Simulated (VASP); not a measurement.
## BN: single point with r2SCAN

BN:

```
CELL_PARAMETERS angstrom
2.55394 0.00000 0.00000
-1.27697 2.21178 0.00000
0.00000 0.00000 4.22685
ATOMIC_POSITIONS crystal
B 0.66667 0.33333 0.99972
B 0.33333 0.66667 0.49972
N 0.71034 0.36530 0.67259
N 0.33333 0.66667 0.12528
```

This cell differs from its parent crystal: atom 3 (N) moved by (+0.100, +0.200) A along [1 1 0] and z.

| Quantity | Value |
| --- | --- |
| Program | VASP 6.6.1 |
| Task | single point |
| Functional | r2SCAN |
| Potentials or basis | VASP PAW PBE potentials, release 64 (B, N) |
| Cutoff | 520 eV |
| k mesh | 12 × 12 × 6 |
| Occupations | gaussian, width 0.05 eV |
| Spin | no spin polarisation |

- Pressure: 5.4 GPa
- Largest force: 9.581 eV/Å
- Band gap on the k mesh: 3.66 eV, indirect (least direct gap 7.70 eV)

Forces on the atoms (eV/Å):
```
B    0.246  0.235  3.730
B    0.859  0.658  2.783
N   -1.135 -0.909 -9.470
N    0.030  0.017  2.956
```

Stress tensor (GPa, compression positive):
```
 0.99  0.52 -0.90
 0.52  1.23 -0.53
-0.90 -0.53 13.89
```

Levels at points of the mesh, in eV from the valence-band top:
| k point | band 5 | band 6 | band 7 | band 8 | band 9 | band 10 | band 11 | band 12 |
| --- | --- | --- | --- | --- | --- | --- | --- | --- |
| (0.00, 0.00, 0.00) | -2.63 | -2.21 | -0.32 | 0.00 | 7.96 | 8.06 | 8.64 | 9.50 |
| (0.50, 0.00, 0.00) | -7.83 | -6.30 | -5.69 | -1.93 | 6.55 | 7.58 | 8.91 | 10.87 |
| (0.00, 0.50, 0.00) | -8.11 | -5.84 | -5.56 | -2.20 | 6.14 | 6.53 | 8.98 | 10.85 |
| (0.50, 0.50, 0.00) | -8.17 | -5.86 | -5.68 | -2.10 | 6.36 | 6.57 | 8.95 | 10.94 |
| (0.00, 0.00, 0.50) | -2.36 | -2.18 | -1.52 | -0.65 | 8.76 | 8.99 | 9.56 | 9.67 |
| (0.50, 0.00, 0.50) | -5.33 | -4.91 | -4.39 | -3.32 | 6.04 | 6.26 | 9.46 | 10.75 |
| (0.00, 0.50, 0.50) | -5.66 | -4.96 | -4.42 | -3.62 | 5.77 | 6.31 | 9.73 | 10.01 |
| (0.50, 0.50, 0.50) | -5.64 | -4.94 | -4.41 | -3.42 | 5.81 | 6.23 | 9.61 | 10.03 |

Wall time 8.3 min on 1 thread of Intel(R) Xeon(R) Platinum 8375C CPU @ 2.90GHz (Ice Lake) (shared host), peak memory 0.25 GiB.

Caveat: the cell differs from its parent crystal (atom 3 (N) moved by (+0.100, +0.200) A along [1 1 0] and z); the PAW data sets were made with another functional, which shifts forces and pressure a little. A k mesh can miss the band edges.
